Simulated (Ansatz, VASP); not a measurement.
## Zr4B: VASP beside Ansatz

File INCAR:

```
  PREC = Accurate
  ENCUT = 520
  EDIFF = 1E-6
  ISMEAR = 0
  SIGMA = 0.1
  LREAL = False
  LASPH = True
  NELM = 150
  ALGO = Fast
  ISIF = 2
  LWAVE = False
  LCHARG = False
  ISPIN = 2
  MAGMOM = 1 1 1 1 0
  LORBIT = 11
  LMAXMIX = 4
  GGA = PE
  NBANDS = 38
```

Contents of KPOINTS:

```
regular mesh
0
Gamma
  6 6 2
```

File POSCAR:

```
Zr4B
1.0
    3.3643084935      0.0000000000      0.0000000000
   -1.6821542467      2.9135766215      0.0000000000
    0.0000000000      0.0000000000     10.5352242542
Zr B
4 1
Direct
    0.3333333333      0.6666666667      0.8729385851
    0.3333333333      0.6666666667      0.3856707682
    0.6666666667      0.3333333333      0.1270614149
    0.6666666667      0.3333333333      0.6143292318
    0.0000000000      0.0000000000      0.0000000000
```

Input for Ansatz:

```yaml
crystal:
  lattice:
    - [3.3643084935, 0.0, 0.0]
    - [-1.6821542467, 2.9135766215, 0.0]
    - [0.0, 0.0, 10.5352242542]
  atoms:
    - { symbol: Zr, position: [0.3333333333, 0.6666666667, 0.8729385851], spin: 1.0 }
    - { symbol: Zr, position: [0.3333333333, 0.6666666667, 0.3856707682], spin: 1.0 }
    - { symbol: Zr, position: [0.6666666667, 0.3333333333, 0.1270614149], spin: 1.0 }
    - { symbol: Zr, position: [0.6666666667, 0.3333333333, 0.6143292318], spin: 1.0 }
    - { symbol: B, position: [0.0, 0.0, 0.0] }
basis:
  ecutwfc: 420
kpoints:
  mp_grid: { grid: [6, 6, 2] }
hamiltonian:
  xc: pbe
scf:
  occupations: { method: gaussian, width: 0.1 }
  lower_state_search: "off"
output:
  forces: true
  stress: true
  eigenvalues: true
  populations: true
magnetization:
  spin_polarized: true
```

Change from the starting cell: species swapped into the Co4H type (P-3m1, No. 164).

Alike in both runs: task single point; functional PBE; k mesh 6 × 6 × 2; occupations gaussian, width 0.1 eV; collinear spin.

```csv
,VASP,Ansatz
version,VASP 6.6.1,Ansatz 0.2.0
potentials or method,"VASP PAW PBE potentials, release 64 (Zr_sv, B), cutoff 520 eV","scalar-relativistic, plane waves, PAW"
valence electrons in the cell,51,51
```

```tsv
	VASP	Ansatz	Ansatz less VASP
gap on the k mesh at the Fermi level (eV)	none	none	-
pressure (GPa)	0.0	0.0	-0.04
net moment per atom (μB)	0.00	0.00	0.000
```

A gap of «none» marks a metal or a gap that the smearing closes. With one functional, cell and mesh, what is left measures potentials, basis and numerics. Ansatz's warnings: seeded moment not kept.
